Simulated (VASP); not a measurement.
The system is Ni.

```
Ni
1.0
     0.00000    1.80926    1.80926
     1.80926    0.00000    1.80926
     1.80926    1.80926    0.00000
Ni
1
Direct
  0.00000 0.00000 0.00000
```

Base run:

* Program: VASP 6.6.1
* Functional: LDA
* Potentials or basis: VASP PAW LDA potentials, release 64 (Ni)
* Cutoff: 520 eV
* k mesh: 24 × 24 × 24
* Occupations: gaussian, width 0.15 eV
* Spin: collinear spin, ferromagnetic start
* Starting moments: [0.125] μB
* Fixed moment: 0.125 μB

Its results: pressure -28.5 GPa; site moments Ni +0.13 μB.

**Question.** The run is repeated on the same cell with these changes: fixed moment from 0.125 μB to 0.875 μB; moments at the start from [0.12] to [0.88]. What comes out?

**Answer.** Pressure -26.3 GPa; site moments Ni +0.87 μB.

Caveats: the total moment is fixed, so each spin has its own Fermi level.
